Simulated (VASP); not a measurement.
A run of VASP 6.6.1:

Contents of INCAR:

```
SYSTEM = TePb
  PREC = Accurate
  ENCUT = 520
  EDIFF = 1E-6
  ISMEAR = 0
  SIGMA = 0.01
  LREAL = .False.
  LASPH = .True.
  NELM = 60
  ALGO = Normal
  ISIF = 2
  LWAVE = .False.
  LCHARG = .False.
  GGA = PE
  NBANDS = 17
```

KPOINTS

```
Automatic mesh
0
Gamma
  4 4 4
  0 0 0
```

POSCAR

```
TePb
1.0
    0.0000000000      3.3005152173      3.3005152173
    3.3005152173      0.0000000000      3.3005152173
    3.3005152173      3.3005152173      0.0000000000
Pb Te
1 1
Direct
    0.0000000000      0.0000000000      0.0000000000
    0.5000000000      0.5000000000      0.5000000000
```

Potentials or basis: VASP PAW PBE potentials, release 64 (Pb_d, Te).

Launch:

```bash
$ cat potpaw_PBE.64/Pb_d/POTCAR potpaw_PBE.64/Te/POTCAR > POTCAR
$ mpirun -np 1 vasp_std > vasp.out
```

Hardware: 1 thread of AMD EPYC 7R13, on a shared host.

Question: How long does it take, and how much memory?

Answer: Run time: 10 s on 1 thread of AMD EPYC 7R13 (shared host), peak memory 0.2 GiB. Counts: scf iterations 12, k points 8.
